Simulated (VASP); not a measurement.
**C: single point with PBEsol**

C:

```
CELL_PARAMETERS angstrom
1.14341 -2.27812 0.00000
1.14341 2.27812 0.00000
0.00000 0.00000 7.37782
ATOMIC_POSITIONS crystal
C 0.08332 0.91668 0.74984
C 0.58332 0.41668 0.25016
C 0.91668 0.08332 0.25016
C 0.41668 0.58332 0.74984
```

This cell differs from its parent crystal: normal strain along x -0.0700, normal strain along y +0.0700.

```yaml
Program: VASP 6.6.1
Task: single point
Functional: PBEsol
Potentials_or_basis: VASP PAW PBE potentials, release 64 (C)
Cutoff: 520 eV
k_mesh: 18 × 18 × 6
Occupations: gaussian, width 0.15 eV
Spin: no spin polarisation
```

```
Pressure               : 6.6 GPa
Largest force          : 1.283 eV/Å
Band gap on the k mesh : 0.66 eV
```

Forces in eV/Å, atoms in the order of the input:
```
C    0.000 -1.283  0.000
C    0.000 -1.283  0.000
C    0.000  1.283  0.000
C    0.000  1.283  0.000
```

Stress tensor (GPa, compression positive):
```
 68.40   0.00   0.00
  0.00 -48.56   0.00
  0.00   0.00   0.03
```

Levels at points of the mesh, in eV from the valence-band top:
```
           k point  band 6  band 7  band 8  band 9  band 10  band 11
(0.00, 0.00, 0.00)   -3.33   -2.13   -2.12    3.63     5.90     5.96
(0.50, 0.00, 0.00)   -6.76   -1.56   -1.56    1.92     1.92     6.17
(0.50, 0.50, 0.00)   -4.49   -3.76   -2.94    1.19     2.56     9.64
(0.00, 0.00, 0.50)   -3.35   -2.13   -2.13    5.59     5.60     5.93
(0.50, 0.00, 0.50)   -6.76   -1.52   -1.52    1.83     1.83     6.17
(0.50, 0.50, 0.50)   -4.50   -3.37   -3.37    1.80     1.81    11.17
```

It took 6.3 min on 1 thread of AMD EPYC 7R13, on a shared host, peak memory 0.24 GiB.

Caveat: the cell differs from its parent crystal (normal strain along x -0.0700, normal strain along y +0.0700); the PAW data sets were made with another functional, which shifts forces and pressure a little; this functional lacks dispersion, which binds the layers, so the pressure and a relaxed spacing across them are unreliable. A k mesh can miss the band edges.
